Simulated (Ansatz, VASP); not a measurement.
One calculation of Si, two programs

INCAR

```
PREC = Accurate
ENCUT = 520
EDIFF = 1E-6
ISMEAR = 0
SIGMA = 0.15
LREAL = False
LASPH = True
NELM = 100
ALGO = Normal
ISIF = 2
LWAVE = False
LCHARG = False
GGA = PE
NBANDS = 26
```

Contents of KPOINTS:

```
regular mesh
0
Gamma
  10 10 10
```

The input POSCAR:

```
Si
1.0
   -3.2257621615      3.2257621615      3.3580184101
    3.2257621615     -3.2257621615      3.3580184101
    3.2257621615      3.2257621615     -3.3580184101
Si
8
Direct
    0.2028545115      0.2028545115      0.2028545115
    0.5000000000      0.0000000000      0.2971454885
    0.2971454885      0.5000000000      0.0000000000
    0.0000000000      0.2971454885      0.5000000000
    0.7971454885      0.7971454885      0.7971454885
    0.5000000000      0.0000000000      0.7028545115
    0.7028545115      0.5000000000      0.0000000000
    0.0000000000      0.7028545115      0.5000000000
```

Input for Ansatz:

```yaml
crystal:
  lattice:
    - [-3.2257621615, 3.2257621615, 3.3580184101]
    - [3.2257621615, -3.2257621615, 3.3580184101]
    - [3.2257621615, 3.2257621615, -3.3580184101]
  atoms:
    - { symbol: Si, position: [0.2028545115, 0.2028545115, 0.2028545115] }
    - { symbol: Si, position: [0.5, 0.0, 0.2971454885] }
    - { symbol: Si, position: [0.2971454885, 0.5, 0.0] }
    - { symbol: Si, position: [0.0, 0.2971454885, 0.5] }
    - { symbol: Si, position: [0.7971454885, 0.7971454885, 0.7971454885] }
    - { symbol: Si, position: [0.5, 0.0, 0.7028545115] }
    - { symbol: Si, position: [0.7028545115, 0.5, 0.0] }
    - { symbol: Si, position: [0.0, 0.7028545115, 0.5] }
basis:
  ecutwfc: 420
kpoints:
  mp_grid: { grid: [10, 10, 10] }
hamiltonian:
  xc: pbe
  pseudopotentials: { kind: paw, azcp: { folder: soft_1 } }
scf:
  occupations: { method: gaussian, width: 0.15 }
output:
  forces: true
  stress: true
  eigenvalues: true
  write_density: true
  write_potential: true
  elf: true
  volumetric_format: npy
```

Alike in both runs: task single point; functional PBE; k mesh 10 × 10 × 10; occupations gaussian, width 0.15 eV; no spin polarisation.

|  | VASP | Ansatz |
| --- | --- | --- |
| version | VASP 6.6.1 | Ansatz 0.2.0 |
| potentials or method | VASP PAW PBE potentials, release 64 (Si), cutoff 520 eV | scalar-relativistic, plane waves, PAW |
| valence electrons in the cell | 32 | 32 |

|  | VASP | Ansatz | Ansatz less VASP |
| --- | --- | --- | --- |
| gap on the k mesh at the Fermi level (eV) | none | none | - |
| pressure (GPa) | 5.9 | 5.9 | +0.08 |
| traceless stress, the component that is largest in VASP (GPa) | -4.40 | -4.39 | +0.005 |
| rms of the force components (eV/Å) | 0.233 | 0.234 | +0.0015 |

Atom by atom the forces differ by 0.002 eV/Å (rms over components). A gap of «none» marks a metal or a gap that the smearing closes.
